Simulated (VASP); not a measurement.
Here is a VASP 6.6.1 calculation.

Contents of INCAR:

```
SYSTEM = KMgI3
ALGO = Normal
EDIFF = 1E-7
ENCUT = 520
GGA = PE
ISIF = 2
ISMEAR = 0
LASPH = .TRUE.
LCHARG = .FALSE.
LREAL = .FALSE.
LWAVE = .FALSE.
NBANDS = 24
NELM = 100
PREC = Accurate
SIGMA = 0.01
```

File KPOINTS:

```
k-points
0
G
  4 4 4
  0 0 0
```

The input POSCAR:

```
KMgI3
1.0
    5.7932205664      0.0000000000      0.0000000000
    0.0000000000      5.7932205664      0.0000000000
    0.0000000000      0.0000000000      5.7932205664
K Mg I
1 1 3
Direct
    0.0000000000      0.0000000000      0.0000000000
    0.5000000000      0.5000000000      0.5000000000
    0.5000000000      0.5000000000      0.0000000000
    0.5000000000      0.0000000000      0.5000000000
    0.0000000000      0.5000000000      0.5000000000
```

Potentials or basis: VASP PAW PBE potentials, release 64 (K_sv, Mg, I).

Command:

```sh
$ cat potpaw_PBE.64/K_sv/POTCAR potpaw_PBE.64/Mg/POTCAR potpaw_PBE.64/I/POTCAR > POTCAR
$ mpirun -np 1 vasp_std > vasp.out
```

Estimate the pressure.

0.6 GPa.

Estimate the band gap on the k mesh.

1.23 eV, indirect (least direct gap 1.73 eV).

Caveat: spin-orbit coupling is left out, which moves the levels of the heavy elements. A k mesh can miss the band edges.
